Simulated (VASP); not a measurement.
The system is Cu.

```
Cu
1.0
     0.00000    1.80750    1.80750
     1.80750    0.00000    1.80750
     1.80750    1.80750    0.00000
Cu
1
Direct
  0.00000 0.00000 0.00000
```

Base run:

| Quantity | Value |
| --- | --- |
| Program | VASP 6.6.1 |
| Functional | r2SCAN |
| Potentials or basis | VASP PAW PBE potentials, release 64 (Cu) |
| Cutoff | 520 eV |
| k mesh | 11 × 11 × 11 |
| Occupations | methfessel-paxton, width 0.1 eV |
| Spin | no spin polarisation |

Its results: pressure -4.6 GPa.

After a change of settings the same cell gave: pressure -3.3 GPa. Which change was it?
A. k mesh from 11 × 11 × 11 to 7 × 7 × 7
B. k mesh from 11 × 11 × 11 to 13 × 13 × 13; further incar settings from ALGO = Normal; EDIFF = 1e-06; NBANDS = 12 to ALGO = Normal; EDIFF = 1e-07; NBANDS = 12
C. k mesh from 11 × 11 × 11 to 5 × 5 × 5
D. k mesh from 11 × 11 × 11 to 8 × 8 × 8

D.

Caveats: some runs use coarse meshes; the PAW data sets were made with another functional, which shifts forces and pressure a little.
